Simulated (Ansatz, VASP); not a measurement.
KCl: VASP beside Ansatz

The input INCAR:

```
PREC = Accurate ; ENCUT = 520
EDIFF = 1E-7 ; ISMEAR = -1
SIGMA = 0.03 ; LREAL = False
LASPH = True ; NELM = 60
ALGO = Normal ; ISIF = 2
LWAVE = False ; LCHARG = False
GGA = PS ; NBANDS = 15
```

Contents of KPOINTS:

```
Automatic mesh
0
Gamma
  7 7 7
```

Contents of POSCAR:

```
KCl
1.0
    0.0000000000      3.0916717177      3.0916717177
    3.0916717177      0.0000000000      3.0916717177
    3.0916717177      3.0916717177      0.0000000000
K Cl
1 1
Direct
    0.0000000000      0.0000000000      0.0000000000
    0.5000000000      0.5000000000      0.5000000000
```

Input for Ansatz:

```yaml
crystal:
  lattice:
    - [0.0, 3.0916717177, 3.0916717177]
    - [3.0916717177, 0.0, 3.0916717177]
    - [3.0916717177, 3.0916717177, 0.0]
  atoms:
    - { symbol: K, position: [0.0, 0.0, 0.0] }
    - { symbol: Cl, position: [0.5, 0.5, 0.5] }
kpoints:
  mp_grid: { grid: [7, 7, 7] }
  band_path:
    path:
      - [0.0, 0.0, 0.0]
      - [0.5, 0.0, 0.5]
      - [0.625, 0.25, 0.625]
      - [0.375, 0.375, 0.75]
      - [0.0, 0.0, 0.0]
      - [0.5, 0.5, 0.5]
      - [0.5, 0.25, 0.75]
      - [0.5, 0.0, 0.5]
    npoints: 5
scf:
  occupations: { method: fermi_dirac, width: 0.03 }
hamiltonian:
  xc: pbesol
  pseudopotentials: { kind: all_electron, lapw: { basis_error: 0.0005 } }
output:
  forces: true
  stress: true
  eigenvalues: true
```

Change from the starting cell: volume scaled by 0.94.

Alike in both runs: task single point; functional PBEsol; k mesh 7 × 7 × 7; occupations fermi-dirac, width 0.03 eV; no spin polarisation.

```csv
,VASP,Ansatz
version,VASP 6.6.1,Ansatz 0.2.0
potentials or method,"VASP PAW PBE potentials, release 64 (K_sv, Cl), cutoff 520 eV","all-electron LAPW, scalar-relativistic"
```

```csv
,VASP,Ansatz,Ansatz less VASP
gap on the k mesh at the Fermi level (eV),5.19,5.20,+0.004
pressure (GPa),0.6,0.6,-0.06
```

VASP's potentials were made for PBE, not for PBEsol. Ansatz ran all-electron here, and VASP with PAW potentials.
